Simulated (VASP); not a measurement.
Write the native input for VASP 6.6.1 that does the following.

```
Task                   : single point
Functional             : PBE
Potentials or basis    : VASP PAW PBE potentials, release 64 (Co, O)
Cutoff                 : 520 eV
k mesh                 : 16 × 16 × 16
Occupations            : gaussian, width 0.05 eV
Spin                   : collinear spin, ferromagnetic start
Starting moments       : [3.0, 0.0] μB
Dipole correction      : no
Further INCAR settings : ALGO = Normal; EDIFF = 1e-06; NBANDS = 18
```

The structure of CoO lies in POSCAR:

```
CoO
1.0
   -1.5080004431      1.5080004431      2.1072503604
    1.5080004431     -1.5080004431      2.1072503604
    1.5080004431      1.5080004431     -2.1072503604
Co O
1 1
Direct
    0.0000000000      0.0000000000      0.0000000000
    0.5000000000      0.5000000000      0.0000000000
```

The input as run:

INCAR

```
SYSTEM = CoO
  PREC = Accurate
  ENCUT = 520
  EDIFF = 1E-6
  ISMEAR = 0
  SIGMA = 0.05
  LREAL = .False.
  LASPH = .True.
  NELM = 150
  ALGO = Normal
  ISIF = 2
  LWAVE = .False.
  LCHARG = .False.
  ISPIN = 2
  MAGMOM = 3 0
  LORBIT = 11
  LMAXMIX = 4
  GGA = PE
  NBANDS = 18
```

KPOINTS

```
Automatic mesh
0
Gamma
  16 16 16
  0 0 0
```

Potentials or basis: VASP PAW PBE potentials, release 64 (Co, O).

The run is started by

```sh
$ cat potpaw_PBE.64/Co/POTCAR potpaw_PBE.64/O/POTCAR > POTCAR
$ mpirun -np 1 vasp_std > vasp.out
```

It gave:

| Item | Value |
| --- | --- |
| Pressure | -0.5 GPa |
| Net moment | 2.91 μB per cell |
| Site moments | Co +2.56; O +0.30 μB |
| Valence electrons inside the program's atomic spheres | Co 7.81; O 4.98 |

Caveat: a cell with one magnetic atom can't hold antiferromagnetic order, which such compounds often take.

Run time: 7.6 min on 1 thread of Intel Xeon 8259CL, with other jobs on the host, peak memory 0.3 GiB.
